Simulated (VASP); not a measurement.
# CuO (Tenorite): single point with PBEsol

The system is CuO (Tenorite).

```
Cu O
1.0
     2.38778   -1.74486    0.00000
     2.38778    1.74486    0.00000
    -0.86670    0.00000    5.15707
Cu O
2 2
Direct
  0.50000 0.00000 0.50000
  0.00000 0.50000 0.00000
  0.41840 0.58160 0.75000
  0.58160 0.41840 0.25000
```

This cell differs from its parent crystal: volume scaled by 1.06.

* Program: VASP 6.6.1
* Task: single point
* Functional: PBEsol
* Potentials or basis: VASP PAW PBE potentials, release 64 (Cu, O)
* Cutoff: 520 eV
* k mesh: 10 × 10 × 5
* Occupations: fermi-dirac, width 0.05 eV
* Spin: no spin polarisation

```
Pressure               : -10.9 GPa
Largest force          : 0.485 eV/Å
Band gap on the k mesh : zero (band 17 reaches 5.05 eV, above the bottom of band 18 at 4.45 eV)
```

Forces in eV/Å, atoms in the order of the input:
```
Cu   0.000  0.000  0.000
Cu   0.000  0.000  0.000
O    0.000 -0.485  0.000
O    0.000  0.485  0.000
```

Stress tensor (GPa, compression positive):
```
-11.80   0.00   0.64
  0.00  -6.82   0.00
  0.64   0.00 -14.22
```

Levels at points of the mesh, in eV from the Fermi level:
| k point | band 15 | band 16 | band 17 | band 18 | band 19 | band 20 |
| --- | --- | --- | --- | --- | --- | --- |
| (0.00, 0.00, 0.00) | -1.98 | -1.52 | 0.22 | 0.90 | 1.48 | 5.86 |
| (0.50, 0.00, 0.00) | -1.36 | -1.30 | 0.00 | 0.26 | 4.80 | 5.99 |
| (0.50, 0.50, 0.00) | -1.62 | -1.11 | -0.59 | 1.01 | 3.40 | 6.80 |

Wall time 49 s on 1 thread of Intel(R) Xeon(R) 6975P-C (Granite Rapids), on a shared host, peak memory 0.25 GiB.

Caveat: the PAW data sets were made with another functional, which shifts forces and pressure a little; semilocal functionals often make such compounds metallic where correlation or magnetic order opens a gap, which also shifts bond lengths.
